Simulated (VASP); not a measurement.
Write the native input for VASP 6.6.1 that does the following.

```
Task                   : relaxation of cell and atoms
Functional             : LDA
Potentials or basis    : VASP PAW LDA potentials, release 64 (Hf_pv)
Cutoff                 : 600 eV
k mesh                 : 8 × 8 × 4
Occupations            : fermi-dirac, width 0.05 eV
Spin                   : no spin polarisation
Dipole correction      : no
Further INCAR settings : ALGO = Normal; EDIFF = 1e-07; IBRION = 2; EDIFFG = -0.01; NSW = 80; ISIF = 3
```

The structure of Hf lies in POSCAR:

```
Hf
1.0
    3.1166818274      0.0000000000      0.0000000000
   -1.5583409137      2.6991256380      0.0000000000
    0.0000000000      0.0000000000      4.9637107528
Hf
2
Direct
    0.3333333333      0.6666666667      0.2500000000
    0.6666666667      0.3333333333      0.7500000000
```

The input as run:

INCAR

```
SYSTEM = Hf
  PREC = Accurate
  ENCUT = 600
  EDIFF = 1E-7
  ISMEAR = -1
  SIGMA = 0.05
  LREAL = .FALSE.
  LASPH = .TRUE.
  NELM = 100
  ALGO = Normal
  ISIF = 3
  LWAVE = .FALSE.
  LCHARG = .FALSE.
  GGA = CA
  IBRION = 2
  NSW = 80
  EDIFFG = -0.01
```

KPOINTS

```
regular mesh
0
G
  8 8 4
  0 0 0
```

Potentials or basis: VASP PAW LDA potentials, release 64 (Hf_pv).

Run with:

```console
$ cat potpaw_LDA.64/Hf_pv/POTCAR > POTCAR
$ mpirun -np 1 vasp_std > vasp.out
```

Results of the run:

```
Relaxed volume                        : 20.85 Å³/atom
Relaxed cell                          : a = 3.123 Å, b = 3.123 Å, c = 4.938 Å, α = 90.00°, β = 90.00°, γ = 120.00°
Space group after relaxing (to 0.1 Å) : P6_3/mmc (No. 194)
Energy gained by relaxing             : 0.3 meV/atom
Ionic steps                           : 5
Pressure after relaxing               : 0.0 GPa
Band gap on the k mesh                : zero (bands 10 and 11 overlap by 1.24 eV)
```

Caveat: spin-orbit coupling is left out, which moves the levels of the heavy elements.

Run time: 84 s on 1 thread of Intel Xeon 8259CL, with other jobs on the host, peak memory 0.17 GiB.
